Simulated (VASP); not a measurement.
# NbP (P1) in VASP: single point with PBE

Aim: the single point of NbP with PBE.

Everything below comes from runs of VASP 6.6.1. Logs are shortened: lines on timing, memory, paths and dates and some standing lists are left out, and cuts for length are marked.

**1. The cell of the first run**

The typed cell holds 8 atoms: a = 4.733 Å, b = 4.733 Å, c = 6.185 Å, α = 90.00°, β = 112.50°, γ = 90.00°.

**2. Single point, PBE**

The input, INCAR:

```
SYSTEM = NbP
  ALGO = Fast
  EDIFF = 1E-6
  ENCUT = 520
  GGA = PE
  ISIF = 2
  ISMEAR = 0
  LASPH = .TRUE.
  LCHARG = .FALSE.
  LREAL = .FALSE.
  LWAVE = .FALSE.
  NBANDS = 46
  NELM = 80
  PREC = Accurate
  SIGMA = 0.15
```

The input, KPOINTS:

```
k-points
0
G
  8 8 8
  0 0 0
```

The input, POSCAR:

```
NbP
1.0
   -3.3470468449      3.3470468449      0.0000000000
    3.3470468449      3.3470468449      0.0000000000
    1.6735234225     -1.6735234225     -5.7139822311
Nb P
4 4
Direct
    0.7507990222      0.5086222607      0.4993110709
    0.2491316122     -0.0086222607      0.5005501979
    0.2525866044      0.2760532628      1.0034222572
    0.7473440300      0.7239467372      0.9964390116
    0.6647284130     -0.0232096516      0.3318830473
    0.1700838026      0.5232096516      0.3377413839
    0.6699513217      0.2709270708      0.8616438587
    0.1648608939      0.7290729292      0.8079805725
```

Potentials or basis: VASP PAW PBE potentials, release 64 (Nb_sv, P).

Launch:

```sh
> cat potpaw_PBE.64/Nb_sv/POTCAR potpaw_PBE.64/P/POTCAR > POTCAR
> mpirun -np 1 vasp_std > vasp.out
```

OUTCAR:

```text
SYSTEM = NbP
   EDIFF = 1E-6
   ENCUT = 520
   GGA = PE
   ISIF = 2
   ISMEAR = 0
   LASPH = .TRUE.
   LREAL = .FALSE.
   NELM = 80
   PREC = Accurate

 ion  position               nearest neighbor table
   1  0.751  0.509  0.499-   8 2.39   5 2.41   6 2.54   6 2.54   7 2.66   5 2.69
   2  0.249  0.991  0.501-   6 2.40   8 2.43   5 2.56   5 2.56   6 2.68   7 2.70
   3  0.253  0.276  0.003-   8 2.42   7 2.45   6 2.53   7 2.55   5 2.63   8 2.82
   4  0.747  0.724  0.996-   7 2.28   6 2.48   8 2.55   5 2.55   8 2.65   7 2.70
   5  0.665  0.977  0.332-   1 2.41   4 2.55   2 2.56   2 2.56   3 2.63   1 2.69
   6  0.170  0.523  0.338-   2 2.40   4 2.48   3 2.53   1 2.54   1 2.54   2 2.68
   7  0.670  0.271  0.862-   4 2.28   3 2.45   3 2.55   1 2.66   4 2.70   2 2.70
   8  0.165  0.729  0.808-   1 2.39   3 2.42   2 2.43   4 2.55   4 2.65   3 2.82

  LATTYP: Found a base centered orthorhombic cell.
 ALAT       =     4.7334390420
 B/A-ratio  =     2.4143047710
 C/A-ratio  =     1.0000000000

  Lattice vectors:

 A1 = (   1.6735234224,  -1.6735234224,   5.7139822311)
 A2 = (   1.6735234225,  -1.6735234225,  -5.7139822311)
 A3 = (   3.3470468449,   3.3470468449,   0.0000000000)

Analysis of symmetry for initial positions (statically):
=====================================================================
 Subroutine PRICEL returns:
 Original cell was already a primitive cell.

 Routine SETGRP: Setting up the symmetry group for a
 base centered orthorhombic supercell.

 Subroutine GETGRP returns: Found  1 space group operations
 (whereof  1 operations were pure point group operations)
 out of a pool of  8 trial point group operations.

The static configuration has the point symmetry C_1 .

Analysis of symmetry for dynamics (positions and initial velocities):
=====================================================================
 Subroutine PRICEL returns:
 Original cell was already a primitive cell.

 Routine SETGRP: Setting up the symmetry group for a
 base centered orthorhombic supercell.

 Subroutine GETGRP returns: Found  1 space group operations
 (whereof  1 operations were pure point group operations)
 out of a pool of  8 trial point group operations.

The dynamic configuration has the point symmetry C_1 .

 Subroutine INISYM returns: Found  1 space group operations
 (whereof  1 operations are pure point group operations),
 and found     1 'primitive' translations

----------------------------------------------------------------------------------------

                                     Primitive cell

  volume of cell :     128.0243

  direct lattice vectors                    reciprocal lattice vectors
    -3.347046845  3.347046845  0.000000000    -0.149385420  0.149385420 -0.087504647
     3.347046845  3.347046845  0.000000000     0.149385420  0.149385420  0.000000000
     1.673523422 -1.673523422 -5.713982231     0.000000000  0.000000000 -0.175009295

  length of vectors
     4.733439042  4.733439042  6.184735583     0.228668037  0.211262888  0.175009295

  position of ions in fractional coordinates (direct lattice)
     0.750799022  0.508622261  0.499311071
     0.249131612  0.991377739  0.500550198
     0.252586604  0.276053263  0.003422257
     0.747344030  0.723946737  0.996439012
     0.664728413  0.976790348  0.331883047
     0.170083803  0.523209652  0.337741384
     0.669951322  0.270927071  0.861643859
     0.164860894  0.729072929  0.807980572

  ion indices of the primitive-cell ions
   primitive index   ion index
                 1           1
                 2           2
                 3           3
                 4           4
                 5           5
                 6           6
                 7           7
                 8           8

----------------------------------------------------------------------------------------

 KPOINTS: k-points

Automatic generation of k-mesh.
 Grid dimensions read from file:
 generate k-points for:    8    8    8

 Generating k-lattice:

  Cartesian coordinates                     Fractional coordinates (reciprocal lattice)
    -0.018673178  0.018673178 -0.010938081     0.125000000  0.000000000 -0.000000000
     0.018673178  0.018673178  0.000000000     0.000000000  0.125000000  0.000000000
     0.000000000  0.000000000 -0.021876162     0.000000000  0.000000000  0.125000000

  Length of vectors
     0.028583505  0.026407861  0.021876162

  Shift w.r.t. Gamma in fractional coordinates (k-lattice)
     0.000000000  0.000000000  0.000000000

 Subroutine IBZKPT returns following result:
 ===========================================

 Found    260 irreducible k-points:

 Following reciprocal coordinates:
            Coordinates               Weight
  0.000000  0.000000  0.000000      1.000000
  0.125000  0.000000  0.000000      2.000000
  0.125000  0.000000 -0.125000      2.000000
  0.250000  0.000000  0.000000      2.000000
  0.250000  0.000000 -0.250000      2.000000
  0.375000  0.000000  0.000000      2.000000
[... 16 lines left out ...]
  0.500000  0.125000  0.000000      2.000000
  0.500000 -0.125000  0.500000      2.000000
 [... further k-points ...]
   k-points           NKPTS =    260   k-points in BZ     NKDIM =    260   number of bands    NBANDS=     46
   number of dos      NEDOS =    301   number of ions     NIONS =      8
   total plane-waves  NPLWV =  62208
   dimension x,y,z NGX =    36 NGY =   36 NGZ =   48
   dimension x,y,z NGXF=    72 NGYF=   72 NGZF=   96
   ions per type =               4   4
   NGX,Y,Z   is equivalent  to a cutoff of  12.64, 12.64, 12.90 a.u.
   NGXF,Y,Z  is equivalent  to a cutoff of  25.29, 25.29, 25.80 a.u.
 SYSTEM =  NbP
   PREC   = accura    normal or accurate (medium, high low for compatibility)
   ISTART =      0    job   : 0-new  1-cont  2-samecut
   ICHARG =      2    charge: 1-file 2-atom 10-const
   ISPIN  =      1    spin polarized calculation?
   LNONCOLLINEAR =      F non collinear calculations
   LSORBIT =      F    spin-orbit coupling
   LASPH  =      T    aspherical Exc in radial PAW
   ENCUT  =  520.0 eV  38.22 Ry    6.18 a.u.   8.80  8.80 11.50*2*pi/ulx,y,z
   NELM   =     80;   NELMIN=  2; NELMDL= -5     # of ELM steps
   EDIFF  = 0.1E-05   stopping-criterion for ELM
   LREAL  =      F    real-space projection
   EDIFFG = 0.1E-04   stopping-criterion for IOM
   NSW    =      0    number of steps for IOM
   IBRION =     -1    ionic relax: 0-MD 1-quasi-New 2-CG
   NFREE  =      0    steps in history (QN), initial steepest desc. (CG)
   ISIF   =      2    stress and relaxation
   ISYM   =      2    0-nonsym 1-usesym 2-fastsym
   POTIM  = 0.5000    time-step for ionic-motion
   TEBEG  =    0.0;   TEEND  =   0.0 temperature during run
   PSTRESS=    0.0 pullay stress
   NELECT =      72.0000    total number of electrons
   NUPDOWN=      -1.0000    fix difference up-down
   EMIN   =  10.00;   EMAX   =-10.00  energy-range for DOS
   EFERMI =   0.00;   METHOD = LEGACY
   ISMEAR =     0;   SIGMA  =   0.15  broadening in eV -4-tet -1-fermi 0-gaus
   EFERMI_NEDOS =   21; number of points for ismear=-14 and -15
   IALGO  =     68    algorithm
   IMIX   =      4    mixing-type and parameters
     AMIX     =   0.40;   BMIX     =  1.00
     AMIX_MAG =   1.60;   BMIX_MAG =  1.00
  volume/ion in A,a.u.               =      16.00       107.99
  Fermi-wavevector in a.u.,A,eV,Ry     =   1.351310  2.553605 24.844748  1.826037
  Thomas-Fermi vector in A             =   2.478742
   LORBIT       =      0    0 simple, 1 ext, 2 COOP (PROOUT), +10 PAW based schemes
   GGA     = PE    functional components
   LHFCALC =     F    Hartree Fock is set to
   AEXX    =    0.0000 exact exchange contribution
   IVDW    =     0    specifies the selected vdW correction
   LEPSILON=     F    determine dielectric tensor
   LRPA    =     F    only Hartree local field effects (RPA)
 non-spin polarized calculation
 RMM-DIIS sequential band-by-band and
 Gauss-broadening in eV      SIGMA  =   0.15
  energy-cutoff  :      520.00
  volume of cell :      128.02
 maximum number of plane-waves:      3476
   NGX = 17   NGY = 17   NGZ = 23

 number of electron      71.9999998 magnetization

 Free energy of the ion-electron system (eV)
  ---------------------------------------------------
  ext. energy  EPLUGINS =         0.00000000
  ---------------------------------------------------
  free energy    TOTEN  =       -69.44693166 eV

  energy without entropy =      -69.43277393  energy(sigma->0) =      -69.43985280

 E-fermi :  10.6592     XC(G=0): -11.9975

 val. band max:       10.6567740454   @ k =   0.5000   0.5000   0.2500
 cond. band min:      10.6712981140   @ k =   0.1250   0.5000  -0.1250
 fundamental gap:      0.0145240686
 Fermi energy:        10.6591937985

 k-point     1 :       0.0000    0.0000    0.0000
  band No.  band energies     occupation
      1     -44.2914      2.00000
      2     -44.2594      2.00000
      3     -44.1779      2.00000
      4     -44.1492      2.00000
      5     -20.6085      2.00000
      6     -20.5892      2.00000
[... 38 lines left out ...]
     45      14.0470      0.00000
     46      14.2569      0.00000

 k-point     2 :       0.1250    0.0000    0.0000
  band No.  band energies     occupation
      1     -44.2905      2.00000
      2     -44.2589      2.00000
      3     -44.1788      2.00000
      4     -44.1495      2.00000
      5     -20.6024      2.00000
      6     -20.5846      2.00000
[... 38 lines left out ...]
     45      14.0103      0.00000
     46      14.3690      0.00000

 k-point     3 :       0.1250    0.0000   -0.1250
  band No.  band energies     occupation
      1     -44.2904      2.00000
      2     -44.2593      2.00000
      3     -44.1779      2.00000
      4     -44.1501      2.00000
      5     -20.6019      2.00000
      6     -20.5860      2.00000
[... 38 lines left out ...]
     45      14.0884      0.00000
     46      14.3331      0.00000

 k-point     4 :       0.2500    0.0000    0.0000
  band No.  band energies     occupation
      1     -44.2883      2.00000
      2     -44.2578      2.00000
      3     -44.1810      2.00000
      4     -44.1504      2.00000
      5     -20.5854      2.00000
      6     -20.5724      2.00000
[... 920 lines left out ...]
     45      13.9675      0.00000
     46      14.5447      0.00000

 k-point    23 :       0.5000    0.1250    0.0000
  band No.  band energies     occupation
      1     -44.2852      2.00000
      2     -44.2559      2.00000
      3     -44.1846      2.00000
      4     -44.1515      2.00000
      5     -20.5745      2.00000
      6     -20.5696      2.00000
[... 38 lines left out ...]
     45      14.1071      0.00000
     46      14.1979      0.00000

 k-point    24 :       0.5000   -0.1250    0.5000
  band No.  band energies     occupation
      1     -44.2838      2.00000
      2     -44.2593      2.00000
      3     -44.1780      2.00000
      4     -44.1561      2.00000
      5     -20.5787      2.00000
      6     -20.5651      2.00000
[... 38 lines left out ...]
     45      14.1644      0.00000
     46      14.2543      0.00000

 [... further k-points ...]
[... 5 lines left out ...]
  --------------------------------------------------------------------------------------
  -------------------------------------------------------------------------------------
  Total        3.3550216      4.2442063      1.6726372      2.4106394     -1.0011009     -0.2703132
  in kB       41.9868642     53.1146846     20.9324409     30.1682674    -12.5284106     -3.3828703
  external PRESSURE =      38.6779965 kB  Pullay stress =       0.0000000 kB

 VOLUME and BASIS-vectors are now :
 -----------------------------------------------------------------------------
  energy-cutoff  :      520.00
  volume of cell :      128.02
      direct lattice vectors                 reciprocal lattice vectors
    -3.347046845  3.347046845  0.000000000    -0.149385420  0.149385420 -0.087504647
     3.347046845  3.347046845  0.000000000     0.149385420  0.149385420  0.000000000
     1.673523422 -1.673523422 -5.713982231     0.000000000  0.000000000 -0.175009295

 POSITION                                       TOTAL-FORCE (eV/Angst)
 -----------------------------------------------------------------------------------
      0.02503      3.37973     -2.85305        -1.002567     -1.871812      0.242675
      3.32202      3.31436     -2.86013         1.157190      1.658366     -0.095057
      0.08427      1.76366     -0.01955        -1.172923     -1.991095     -0.236022
      1.58925      3.25692     -5.69363         2.427596      2.954494     -0.498038
      1.59990      4.93883     -1.89637         1.356792      1.068902      0.308321
      1.74715      1.75527     -1.92985        -1.412450     -1.065058      0.061204
      0.10643      1.70718     -4.92342        -2.730834     -1.600970      2.135259
      3.24062      1.63986     -4.61679         1.377196      0.847174     -1.918341
 -----------------------------------------------------------------------------------
    total drift:                               -0.000351     -0.000010     -0.000284

  FREE ENERGIE OF THE ION-ELECTRON SYSTEM (eV)
  ---------------------------------------------------
  free  energy   TOTEN  =       -69.4469316638 eV

  energy  without entropy=      -69.4327739289  energy(sigma->0) =      -69.43985280
```

It took 1.8 h on 1 thread of Oxide Virtual Turin-like, shared host; peak memory 1 GiB.

What came out:

| Quantity | Value |
| --- | --- |
| Free energy | -69.4469 eV |
| Pressure | 3.9 GPa |
| Largest force | 3.856 eV/Å |
| Band gap on the k mesh | zero (bands 36 and 37 overlap by 0.08 eV) |

Forces on the atoms (eV/Å):
```
Nb  -1.003 -1.872  0.243
Nb   1.157  1.658 -0.095
Nb  -1.173 -1.991 -0.236
Nb   2.428  2.954 -0.498
P    1.357  1.069  0.308
P   -1.412 -1.065  0.061
P   -2.731 -1.601  2.135
P    1.377  0.847 -1.918
```

Stress tensor (GPa, compression positive):
```
 4.20  3.02 -0.34
 3.02  5.31 -1.25
-0.34 -1.25  2.09
```

Caveat: the cell stands under pressure; forces of over 1 eV/Å act on the atoms, so gaps and moduli don't describe the material at rest.
